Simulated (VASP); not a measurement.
# Ir (I4_1/amd) in VASP: a series of runs

Ir is run at these levels: PBE; tasks: single point, relaxation of shape and atoms at fixed volume.

Program: VASP 6.6.1. These are calculated values, not measurements. Logs are shortened: lines on timing, memory, paths and dates and some standing lists are left out, and cuts for length are marked.

## 1. The cell of the first run

The structure is tetragonal, space group I4_1/amd (No. 141). The conventional cell has a = 4.137 Å, b = 4.137 Å, c = 2.274 Å, α = 90.00°, β = 90.00°, γ = 90.00°. Within 2.8 Å of Ir (site symmetry -4m2) lie 10 Ir at 2.15 to 2.68 Å.

## 2. Single point, PBE

INCAR

```
PREC     = Accurate       # precision mode
ENCUT    = 560            # plane-wave cutoff, eV
EDIFF    = 1E-6           # SCF threshold, eV
ISMEAR   = -1             # smearing method
SIGMA    = 0.05           # smearing width, eV
LREAL    = F              # projectors in reciprocal space
LASPH    = T              # aspherical terms in the spheres
NELM     = 120            # most SCF steps
ALGO     = Normal         # electronic algorithm
ISIF     = 2              # what is computed and relaxed
LWAVE    = F              # write WAVECAR
LCHARG   = F              # write CHGCAR
GGA      = PE             # functional
NBANDS   = 24             # bands
GGA_COMPAT= F
```

KPOINTS

```
Automatic mesh
0
Gamma
  18 18 18
```

POSCAR

```
Ir
1.0
   -2.0687231187      2.0687231187      1.1367996471
    2.0687231187     -2.0687231187      1.1367996471
    2.0687231187      2.0687231187     -1.1367996471
Ir
2
Direct
   -0.3750000000     -0.1250000000     -0.2500000000
    0.3750000000      0.1250000000      0.2500000000
```

Potentials or basis: VASP PAW PBE potentials, release 64 (Ir_sv_GW).

Launch:

```
$ cat potpaw_PBE.64/Ir_sv_GW/POTCAR > POTCAR
$ mpirun -np 1 vasp_std > vasp.out
```

OUTCAR:

```text
PREC = Accurate
   ENCUT = 560
   EDIFF = 1E-6
   ISMEAR = -1
   LREAL = F
   LASPH = T
   NELM = 120
   ISIF = 2
   GGA = PE

 ion  position               nearest neighbor table
   1  0.625  0.875  0.750-   2 2.15   2 2.15   2 2.15   2 2.15   2 2.68   2 2.68   2 2.68   2 2.68

   2  0.375  0.125  0.250-   1 2.15   1 2.15   1 2.15   1 2.15   1 2.68   1 2.68   1 2.68   1 2.68

  LATTYP: Found a body centered tetragonal cell.
 ALAT       =     4.1374462374
 C/A-ratio  =     0.5495175439

  Lattice vectors:

 A1 = (  -2.0687231187,   2.0687231187,   1.1367996471)
 A2 = (   2.0687231187,  -2.0687231187,   1.1367996471)
 A3 = (   2.0687231187,   2.0687231187,  -1.1367996471)

Analysis of symmetry for initial positions (statically):
=====================================================================
 Subroutine PRICEL returns:
 Original cell was already a primitive cell.

 Routine SETGRP: Setting up the symmetry group for a
 body centered tetragonal supercell.

 Subroutine GETGRP returns: Found 16 space group operations
 (whereof  4 operations were pure point group operations)
 out of a pool of 16 trial point group operations.

The static configuration has the point symmetry C_2h.
 The point group associated with its full space group is D_4h.

Analysis of symmetry for dynamics (positions and initial velocities):
=====================================================================
 Subroutine PRICEL returns:
 Original cell was already a primitive cell.

 Routine SETGRP: Setting up the symmetry group for a
 body centered tetragonal supercell.

 Subroutine GETGRP returns: Found 16 space group operations
 (whereof  4 operations were pure point group operations)
 out of a pool of 16 trial point group operations.

The dynamic configuration has the point symmetry C_2h.
 The point group associated with its full space group is D_4h.

 Subroutine INISYM returns: Found 16 space group operations
 (whereof  4 operations are pure point group operations),
 and found     1 'primitive' translations

----------------------------------------------------------------------------------------

                                     Primitive cell

  volume of cell :      19.4603
[... 80 lines left out ...]
   PREC   = accura    normal or accurate (medium, high low for compatibility)
   ISTART =      0    job   : 0-new  1-cont  2-samecut
   ICHARG =      2    charge: 1-file 2-atom 10-const
   ISPIN  =      1    spin polarized calculation?
   LNONCOLLINEAR =      F non collinear calculations
   LSORBIT =      F    spin-orbit coupling
   LASPH  =      T    aspherical Exc in radial PAW
   ENCUT  =  560.0 eV  41.16 Ry    6.42 a.u.   6.06  6.06  6.06*2*pi/ulx,y,z
   NELM   =    120;   NELMIN=  2; NELMDL= -5     # of ELM steps
   EDIFF  = 0.1E-05   stopping-criterion for ELM
   LREAL  =      F    real-space projection
   EDIFFG = 0.1E-04   stopping-criterion for IOM
   NSW    =      0    number of steps for IOM
   IBRION =     -1    ionic relax: 0-MD 1-quasi-New 2-CG
   NFREE  =      0    steps in history (QN), initial steepest desc. (CG)
   ISIF   =      2    stress and relaxation
   ISYM   =      2    0-nonsym 1-usesym 2-fastsym
   POTIM  = 0.5000    time-step for ionic-motion
   TEBEG  =    0.0;   TEEND  =   0.0 temperature during run
   PSTRESS=    0.0 pullay stress
   NELECT =      34.0000    total number of electrons
   NUPDOWN=      -1.0000    fix difference up-down
   EMIN   =  10.00;   EMAX   =-10.00  energy-range for DOS
   EFERMI =   0.00;   METHOD = LEGACY
   ISMEAR =    -1;   SIGMA  =   0.05  broadening in eV -4-tet -1-fermi 0-gaus
   EFERMI_NEDOS =   21; number of points for ismear=-14 and -15
   IALGO  =     38    algorithm
   IMIX   =      4    mixing-type and parameters
     AMIX     =   0.40;   BMIX     =  1.00
     AMIX_MAG =   1.60;   BMIX_MAG =  1.00
  volume/ion in A,a.u.               =       9.73        65.66
  Fermi-wavevector in a.u.,A,eV,Ry     =   1.971749  3.726065 52.896639  3.887793
  Thomas-Fermi vector in A             =   2.994192
   LORBIT       =      0    0 simple, 1 ext, 2 COOP (PROOUT), +10 PAW based schemes
   GGA     = PE    functional components
   LHFCALC =     F    Hartree Fock is set to
   AEXX    =    0.0000 exact exchange contribution
   IVDW    =     0    specifies the selected vdW correction
   LEPSILON=     F    determine dielectric tensor
   LRPA    =     F    only Hartree local field effects (RPA)
 non-spin polarized calculation
  energy-cutoff  :      560.00
  volume of cell :       19.46
 maximum number of plane-waves:       600
   NGX = 13   NGY = 13   NGZ = 13

 number of electron      34.0000000 magnetization

 Free energy of the ion-electron system (eV)
  ---------------------------------------------------
  ext. energy  EPLUGINS =         0.00000000
  ---------------------------------------------------
  free energy    TOTEN  =        -5.63962108 eV

  energy without entropy =       -5.63044846  energy(sigma->0) =       -5.63503477

 E-fermi :  21.1923     XC(G=0): -16.9881

 val. band max:       21.1812094198   @ k =  -0.3333  -0.3333   0.0556
 cond. band min:      21.1973607517   @ k =   0.3889   0.2222   0.1667
 fundamental gap:      0.0161513318
 Fermi energy:        21.1923342081

 k-point     1 :       0.0000    0.0000    0.0000
  band No.  band energies     occupation
      1     -73.1589      2.00000
      2     -72.2778      2.00000
      3     -31.5119      2.00000
      4     -31.5119      2.00000
      5     -28.6525      2.00000
      6     -28.6051      2.00000
[... 637 lines left out ...]
     23      40.8136      0.00000
     24      41.3233      0.00000

 [... further k-points ...]

------------------------ aborting loop because EDIFF is reached ----------------------------------------

  FORCE on cell =-STRESS in cart. coord.  units (eV):
  Direction    XX          YY          ZZ          XY          YZ          ZX
  --------------------------------------------------------------------------------------
  -------------------------------------------------------------------------------------
  Total       57.4556597     57.4556597     57.3144805      0.0000000      0.0000000      0.0000000
  in kB     4730.3659616   4730.3659616   4718.7425728      0.0000000      0.0000000      0.0000000
  external PRESSURE =    4726.4914987 kB  Pullay stress =       0.0000000 kB

 VOLUME and BASIS-vectors are now :
 -----------------------------------------------------------------------------
  energy-cutoff  :      560.00
  volume of cell :       19.46
      direct lattice vectors                 reciprocal lattice vectors
    -2.068723119  2.068723119  1.136799647     0.000000000  0.241694983  0.439831241
     2.068723119 -2.068723119  1.136799647     0.241694983  0.000000000  0.439831241
     2.068723119  2.068723119 -1.136799647     0.241694983  0.241694983  0.000000000

 POSITION                                       TOTAL-FORCE (eV/Angst)
 -----------------------------------------------------------------------------------
      2.06872      1.03436      0.85260         0.000000      0.000000     -0.000000
     -0.00000      1.03436      0.28420        -0.000000     -0.000000      0.000000
 -----------------------------------------------------------------------------------
    total drift:                               -0.000000      0.000000     -0.000000

  FREE ENERGIE OF THE ION-ELECTRON SYSTEM (eV)
  ---------------------------------------------------
  free  energy   TOTEN  =        -5.6396210847 eV

  energy  without entropy=       -5.6304484631  energy(sigma->0) =       -5.63503477
```

OSZICAR:

```text
N       E                     dE             d eps       ncg     rms          rms(c)
DAV:   1     0.395822839327E+03    0.39582E+03   -0.26492E+04 23264   0.172E+03
DAV:   2     0.315725558961E+01   -0.39267E+03   -0.38047E+03 28056   0.566E+02
DAV:   3    -0.606724272851E+01   -0.92245E+01   -0.91956E+01 27248   0.876E+01
DAV:   4    -0.609260370126E+01   -0.25361E-01   -0.25359E-01 25896   0.502E+00
DAV:   5    -0.609268586290E+01   -0.82162E-04   -0.82158E-04 27472   0.253E-01    0.167E+02
DAV:   6    -0.568488492666E+01    0.40780E+00   -0.53452E-01 25456   0.647E+00    0.962E+01
DAV:   7    -0.565412140839E+01    0.30764E-01   -0.40818E-01 27176   0.567E+00    0.814E+00
DAV:   8    -0.564019765158E+01    0.13924E-01   -0.42771E-02 23760   0.213E+00    0.197E+00
DAV:   9    -0.563962332562E+01    0.57433E-03   -0.18252E-03 27736   0.342E-01    0.587E-01
DAV:  10    -0.563962084539E+01    0.24802E-05   -0.19943E-05 24528   0.466E-02    0.646E-03
DAV:  11    -0.563962108468E+01   -0.23929E-06   -0.21948E-07 18664   0.496E-03
   1 F= -.56396211E+01 E0= -.56350348E+01  d E =-.917262E-02
```

Run time: 1.7 min. Hardware: 1 thread of AMD EPYC 9R45 (Zen 5), shared host; peak memory 0.29 GiB.

Results:

* Free energy: -5.6396 eV
* Pressure: 472.6 GPa
* Band gap on the k mesh: zero (bands 17 and 18 overlap by 5.57 eV)

Levels at points of the mesh, in eV from the Fermi level:
```csv
k point,band 15,band 16,band 17,band 18,band 19,band 20
"(0.00, 0.00, 0.00)",-2.24,-2.10,-2.10,3.50,6.21,7.45
"(0.50, 0.00, 0.00)",-2.23,-1.79,1.34,1.38,6.34,10.48
"(0.50, 0.50, 0.00)",-3.17,-3.17,0.27,0.27,1.07,1.07
"(0.50, 0.50, 0.50)",-2.73,-2.73,-1.01,-1.01,-0.43,-0.43
```

Caveat: the cell stands under pressure; spin-orbit coupling is left out, which moves the levels of the heavy elements.

[end of part 1 of 2]
